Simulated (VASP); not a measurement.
# Al30Ga (a cell with a defect) in VASP: notebook

Al30Ga (a cell with a defect) is run at these levels: PBE+D3(BJ); tasks: single point.

All numbers are computed with VASP 6.6.1; they aren't measurements. Logs are shortened: lines on timing, memory, paths and dates and some standing lists are left out, and cuts for length are marked.

## 1. The cell of the first run

The cell holds a defect, 31 atoms: a = 8.100 Å, b = 8.100 Å, c = 8.100 Å, α = 90.00°, β = 90.00°, γ = 90.00°.

## 2. Single point, PBE+D3(BJ)

INCAR

```
PREC = Accurate
ENCUT = 520
EDIFF = 1E-6
ISMEAR = 0
SIGMA = 0.05
LREAL = Auto
LASPH = True
NELM = 100
ALGO = Normal
ISIF = 2
LWAVE = False
LCHARG = True
GGA = PE
IVDW = 12
LELF = True
LVHAR = True
NBANDS = 72
```

KPOINTS

```
regular mesh
0
Gamma
  3 3 3
```

POSCAR

```
Al30Ga
1.0
    8.1000000000      0.0000000000      0.0000000000
    0.0000000000      8.1000000000      0.0000000000
    0.0000000000      0.0000000000      8.1000000000
Al Ga
30 1
Direct
    0.4996216049      0.0012013580      0.0005766667
    0.7467164198      0.2487240741      0.0028751852
    0.7464239506      0.0037133333      0.2481254321
   -0.0003953086     -0.0000132099     -0.0008155556
    0.2525019753      0.2487237037      0.0028556790
    0.4996167901      0.4997341975      0.0005841975
    0.7511141975      0.7511258025     -0.0021693827
    0.2527830864      0.0036740741      0.2481018519
    0.7586823457      0.5063150617      0.2478866667
    0.4996198765      0.0015496296      0.4988808642
    0.7578587654      0.2486996296      0.5053095062
    0.7512200000     -0.0015413580      0.7504149383
   -0.0004056790      0.5006643210     -0.0047792593
    0.2480933333      0.7511429630     -0.0021867901
   -0.0003765432      0.2488967901      0.2482748148
    0.2405814815      0.5062954321      0.2478634568
    0.4996265432      0.7487122222      0.2505379012
   -0.0003897531     -0.0036393827      0.5000133333
    0.2413759259      0.2486812346      0.5053038272
    0.7467154321      0.7475969136      0.4996777778
    0.2479727160     -0.0015458025      0.7504150617
    0.4996202469      0.2509717284      0.7482276543
    0.7463756790      0.5002914815      0.7469086420
   -0.0003946914      0.7584439506      0.2478616049
   -0.0003853086      0.5017723457      0.5012598765
    0.2525129630      0.7475951852      0.4996639506
   -0.0003832099      0.2485767901      0.7571220988
    0.2528282716      0.5002876543      0.7469016049
    0.4996340741      0.7485530864      0.7476050617
   -0.0003981481      0.7491362963      0.7486246914
    0.4996548148      0.2959090123      0.2937592593
```

Potentials or basis: VASP PAW PBE potentials, release 64 (Al, Ga_d).

Launch:

```console
cat potpaw_PBE.64/Al/POTCAR potpaw_PBE.64/Ga_d/POTCAR > POTCAR
mpirun -np 1 vasp_std > vasp.out
```

OUTCAR:

```text
PREC = Accurate
   ENCUT = 520
   EDIFF = 1E-6
   ISMEAR = 0
   LREAL = Auto
   LASPH = True
   NELM = 100
   ISIF = 2
   GGA = PE
   IVDW = 12
 IVDW          = 12

 ion  position               nearest neighbor table
   1  0.500  0.001  0.001-   3 2.83   8 2.83   2 2.83   5 2.83   7 2.87  14 2.87  12 2.87  21 2.87
                            22 2.88  17 2.88  29 2.90
   2  0.747  0.249  0.003-   3 2.81   1 2.83   6 2.85  15 2.85  27 2.86   4 2.87  22 2.87  12 2.88
                             9 2.88  13 2.89  23 2.91  31 3.11
   3  0.746  0.004  0.248-   2 2.81   1 2.83  10 2.85  15 2.85  24 2.86  17 2.87   4 2.88  11 2.88
                             7 2.88  18 2.89  20 2.91  31 3.12
   4  1.000  1.000  0.999-  24 2.81  27 2.81  21 2.85  12 2.85  14 2.85   7 2.85  15 2.85  30 2.87
                             2 2.87   5 2.87   8 2.88   3 2.88
   5  0.253  0.249  0.003-   8 2.81   1 2.83   6 2.85  15 2.85  27 2.86   4 2.87  22 2.87  21 2.88
                            16 2.88  13 2.89  28 2.91  31 3.12
   6  0.500  0.500  0.001-   2 2.85   5 2.85  17 2.86  23 2.87  28 2.87  22 2.87  29 2.87   7 2.88
                            14 2.88  31 2.89  16 2.90   9 2.90
   7  0.751  0.751  0.998-  12 2.83   9 2.84   4 2.85  30 2.85  24 2.86  13 2.86   1 2.87  29 2.87
                            23 2.87   6 2.88   3 2.88  17 2.89
   8  0.253  0.004  0.248-   5 2.81   1 2.83  10 2.85  15 2.85  24 2.86  17 2.87   4 2.88  19 2.88
                            14 2.88  18 2.89  26 2.91  31 3.12
   9  0.759  0.506  0.248-  31 2.73  24 2.82  20 2.83  13 2.83  25 2.83   7 2.84  15 2.86  17 2.87
[... 31 lines left out ...]
  25  1.000  0.502  0.501-   9 2.83  16 2.83  30 2.83  11 2.84  19 2.84  26 2.86  20 2.86  28 2.86
                            23 2.86  15 2.90  27 2.92  24 2.92
  26  0.253  0.748  0.500-  16 2.83  28 2.83  29 2.84  17 2.84  25 2.86  10 2.87  21 2.87  18 2.87
                            30 2.87  24 2.89   8 2.91
  27  1.000  0.249  0.757-  13 2.81   4 2.81  11 2.83  19 2.83  21 2.86  12 2.86   5 2.86   2 2.86
                            28 2.89  23 2.89  25 2.92  18 2.92
  28  0.253  0.500  0.747-  19 2.83  26 2.83  29 2.84  22 2.84  25 2.86   6 2.87  13 2.87  14 2.87
                            30 2.88  27 2.89   5 2.91
  29  0.500  0.749  0.748-  23 2.84  20 2.84  26 2.84  28 2.84  12 2.87  21 2.87   7 2.87  10 2.87
                            14 2.87   6 2.87   1 2.90
  30  1.000  0.749  0.749-  25 2.83  13 2.84  18 2.84  14 2.85  21 2.85   7 2.85  12 2.85   4 2.87
                            20 2.87  26 2.87  23 2.88  28 2.88
  31  0.500  0.296  0.294-   9 2.73  16 2.73  11 2.73  19 2.73   6 2.89  10 2.91   2 3.11   5 3.12
                             3 3.12   8 3.12

  LATTYP: Found a simple cubic cell.
 ALAT       =     8.1000000000

  Lattice vectors:

 A1 = (   8.1000000000,   0.0000000000,   0.0000000000)
 A2 = (   0.0000000000,   8.1000000000,   0.0000000000)
 A3 = (   0.0000000000,   0.0000000000,   8.1000000000)

Analysis of symmetry for initial positions (statically):
=====================================================================
 Subroutine PRICEL returns:
 Original cell was already a primitive cell.

 Routine SETGRP: Setting up the symmetry group for a
 simple cubic supercell.

 Subroutine GETGRP returns: Found  1 space group operations
 (whereof  1 operations were pure point group operations)
 out of a pool of 48 trial point group operations.

The static configuration has the point symmetry C_1 .

Analysis of symmetry for dynamics (positions and initial velocities):
=====================================================================
 Subroutine PRICEL returns:
 Original cell was already a primitive cell.

 Routine SETGRP: Setting up the symmetry group for a
 simple cubic supercell.

 Subroutine GETGRP returns: Found  1 space group operations
 (whereof  1 operations were pure point group operations)
 out of a pool of 48 trial point group operations.

The dynamic configuration has the point symmetry C_1 .

 Subroutine INISYM returns: Found  1 space group operations
 (whereof  1 operations are pure point group operations),
 and found     1 'primitive' translations

----------------------------------------------------------------------------------------

                                     Primitive cell

  volume of cell :     531.4410

  direct lattice vectors                    reciprocal lattice vectors
     8.100000000  0.000000000  0.000000000     0.123456790  0.000000000  0.000000000
     0.000000000  8.100000000  0.000000000     0.000000000  0.123456790  0.000000000
     0.000000000  0.000000000  8.100000000     0.000000000  0.000000000  0.123456790

  length of vectors
     8.100000000  8.100000000  8.100000000     0.123456790  0.123456790  0.123456790

[... 84 lines left out ...]

  Shift w.r.t. Gamma in fractional coordinates (k-lattice)
     0.000000000  0.000000000  0.000000000

 Subroutine IBZKPT returns following result:
 ===========================================

 Found     14 irreducible k-points:

 Following reciprocal coordinates:
            Coordinates               Weight
  0.000000  0.000000  0.000000      1.000000
  0.333333  0.000000  0.000000      2.000000
  0.000000  0.333333  0.000000      2.000000
  0.000000  0.000000  0.333333      2.000000
  0.333333  0.333333  0.000000      2.000000
  0.000000  0.333333  0.333333      2.000000
  0.333333  0.000000  0.333333      2.000000
 -0.333333  0.333333  0.000000      2.000000
 -0.333333  0.000000  0.333333      2.000000
  0.000000 -0.333333  0.333333      2.000000
  0.333333  0.333333  0.333333      2.000000
 -0.333333  0.333333  0.333333      2.000000
 -0.333333 -0.333333  0.333333      2.000000
  0.333333 -0.333333  0.333333      2.000000
   k-points           NKPTS =     14   k-points in BZ     NKDIM =     14   number of bands    NBANDS=     72
   number of dos      NEDOS =    301   number of ions     NIONS =     31
   total plane-waves  NPLWV = 216000
   dimension x,y,z NGX =    60 NGY =   60 NGZ =   60
   dimension x,y,z NGXF=   120 NGYF=  120 NGZF=  120
   ions per type =              30   1
   NGX,Y,Z   is equivalent  to a cutoff of  12.31, 12.31, 12.31 a.u.
   NGXF,Y,Z  is equivalent  to a cutoff of  24.63, 24.63, 24.63 a.u.
 SYSTEM =  unknown system
   PREC   = accura    normal or accurate (medium, high low for compatibility)
   ISTART =      0    job   : 0-new  1-cont  2-samecut
   ICHARG =      2    charge: 1-file 2-atom 10-const
   ISPIN  =      1    spin polarized calculation?
   LNONCOLLINEAR =      F non collinear calculations
   LSORBIT =      F    spin-orbit coupling
   LASPH  =      T    aspherical Exc in radial PAW
   ENCUT  =  520.0 eV  38.22 Ry    6.18 a.u.  15.06 15.06 15.06*2*pi/ulx,y,z
   NELM   =    100;   NELMIN=  2; NELMDL= -5     # of ELM steps
   EDIFF  = 0.1E-05   stopping-criterion for ELM
   LREAL  =      T    real-space projection
   EDIFFG = 0.1E-04   stopping-criterion for IOM
   NSW    =      0    number of steps for IOM
   IBRION =     -1    ionic relax: 0-MD 1-quasi-New 2-CG
   NFREE  =      0    steps in history (QN), initial steepest desc. (CG)
   ISIF   =      2    stress and relaxation
   ISYM   =      2    0-nonsym 1-usesym 2-fastsym
   POTIM  = 0.5000    time-step for ionic-motion
   TEBEG  =    0.0;   TEEND  =   0.0 temperature during run
   PSTRESS=    0.0 pullay stress
   NELECT =     103.0000    total number of electrons
   NUPDOWN=      -1.0000    fix difference up-down
   EMIN   =  10.00;   EMAX   =-10.00  energy-range for DOS
   EFERMI =   0.00;   METHOD = LEGACY
   ISMEAR =     0;   SIGMA  =   0.05  broadening in eV -4-tet -1-fermi 0-gaus
   EFERMI_NEDOS =   21; number of points for ismear=-14 and -15
   IALGO  =     38    algorithm
   IMIX   =      4    mixing-type and parameters
     AMIX     =   0.40;   BMIX     =  1.00
     AMIX_MAG =   1.60;   BMIX_MAG =  1.00
  volume/ion in A,a.u.               =      17.14       115.69
  Fermi-wavevector in a.u.,A,eV,Ry     =   0.947405  1.790335 12.212259  0.897576
  Thomas-Fermi vector in A             =   2.075495
   LORBIT       =      0    0 simple, 1 ext, 2 COOP (PROOUT), +10 PAW based schemes
   GGA     = PE    functional components
   LHFCALC =     F    Hartree Fock is set to
   AEXX    =    0.0000 exact exchange contribution
   IVDW    =    12    specifies the selected vdW correction
   LEPSILON=     F    determine dielectric tensor
   LRPA    =     F    only Hartree local field effects (RPA)
 non-spin polarized calculation
 Gauss-broadening in eV      SIGMA  =   0.05
  energy-cutoff  :      520.00
  volume of cell :      531.44
 maximum number of plane-waves:     14358
   NGX = 31   NGY = 31   NGZ = 31

 number of electron     103.0000001 magnetization

 Free energy of the ion-electron system (eV)
  ---------------------------------------------------
  ext. energy  EPLUGINS =         0.00000000
  ---------------------------------------------------
  free energy    TOTEN  =      -114.98650515 eV

  energy without entropy =     -114.97291804  energy(sigma->0) =     -114.97971159

 E-fermi :   7.4067     XC(G=0): -10.0761

 val. band max:        7.4001677176   @ k =  -0.3333   0.3333   0.3333
 cond. band min:       7.4554191613   @ k =   0.3333   0.3333   0.3333
 fundamental gap:      0.0552514437
 Fermi energy:         7.4067439821

 k-point     1 :       0.0000    0.0000    0.0000
  band No.  band energies     occupation
      1      -7.3667      2.00000
      2      -7.3632      2.00000
      3      -7.3606      2.00000
      4      -7.3603      2.00000
      5      -7.3447      2.00000
      6      -3.4276      2.00000
[... 913 lines left out ...]
     62       9.2394      0.00000
     63       9.4560      0.00000
 [bands above 63 left out]

------------------------ aborting loop because EDIFF is reached ----------------------------------------

 Edisp (eV)  -10.03854

 E8    (eV) :    -4.4956

  FORCE on cell =-STRESS in cart. coord.  units (eV):
  Direction    XX          YY          ZZ          XY          YZ          ZX
  --------------------------------------------------------------------------------------
  -------------------------------------------------------------------------------------
  Total     -13.22815   -13.42692   -13.42184     0.00410    -0.85419     0.00229
  in kB     -39.87994   -40.47921   -40.46389     0.01235    -2.57520     0.00690
  external pressure =      -40.27 kB  Pullay stress =        0.00 kB

 VOLUME and BASIS-vectors are now :
 -----------------------------------------------------------------------------
  energy-cutoff  :      520.00
  volume of cell :      531.44
      direct lattice vectors                 reciprocal lattice vectors
     8.100000000  0.000000000  0.000000000     0.123456790  0.000000000  0.000000000
     0.000000000  8.100000000  0.000000000     0.000000000  0.123456790  0.000000000
     0.000000000  0.000000000  8.100000000     0.000000000  0.000000000  0.123456790

 POSITION                                       TOTAL-FORCE (eV/Angst)
 -----------------------------------------------------------------------------------
      4.04693      0.00973      0.00467        -0.001711      0.020078      0.015146
      6.04840      2.01467      0.02329         0.000063      0.010074      0.008610
      6.04603      0.03008      2.00982         0.005655      0.004948      0.009024
      8.09680      8.09989      8.09339        -0.003545      0.009431      0.003326
      2.04527      2.01466      0.02313         0.001741      0.008522      0.008756
      4.04690      4.04785      0.00473        -0.003501      0.022299      0.000501
[... 23 lines left out ...]
      8.09678      6.06800      6.06386        -0.001467      0.007313      0.002024
      4.04720      2.39686      2.37945        -0.000450     -0.295305     -0.281476
 -----------------------------------------------------------------------------------
    total drift:                               -0.012450     -0.017160     -0.011889

  FREE ENERGIE OF THE ION-ELECTRON SYSTEM (eV)
  ---------------------------------------------------
  free  energy   TOTEN  =      -125.0250453766 eV

  energy  without entropy=     -125.0114582624  energy(sigma->0) =     -125.01825182
```

Run time: 5.5 min. Hardware: 1 thread of Intel Xeon 6975P-C (Granite Rapids), shared host; peak memory 0.67 GiB.

Results:

```yaml
Free_energy: -125.0250 eV
Pressure: -4.0 GPa
Largest_force: 0.408 eV/Å
Dispersion_energy_per_atom: -0.324 eV
```

Forces on the atoms (eV/Å):
```
Al  -0.002  0.020  0.015
Al   0.000  0.010  0.009
Al   0.006  0.005  0.009
Al  -0.004  0.009  0.003
Al   0.002  0.009  0.009
Al  -0.004  0.022  0.001
Al   0.006  0.014  0.004
Al  -0.003  0.007  0.008
Al  -0.044 -0.004  0.033
Al  -0.001 -0.003  0.020
Al  -0.034  0.033 -0.002
Al   0.006  0.006  0.011
Al   0.001  0.006  0.031
Al  -0.004  0.013  0.004
Al  -0.001  0.005  0.003
Al   0.043 -0.004  0.034
Al  -0.002  0.010  0.007
Al   0.000  0.023  0.006
Al   0.035  0.033 -0.003
Al  -0.003  0.010  0.007
Al  -0.003  0.007  0.010
Al  -0.002  0.008  0.011
Al   0.003  0.007  0.010
Al   0.000 -0.001  0.007
Al  -0.001  0.013  0.012
Al   0.006  0.010  0.008
Al   0.001  0.008  0.002
Al   0.000  0.008  0.009
Al  -0.001  0.005  0.004
Al  -0.001  0.007  0.002
Ga   0.000 -0.295 -0.281
```

(Continued in part 2 of 2.)
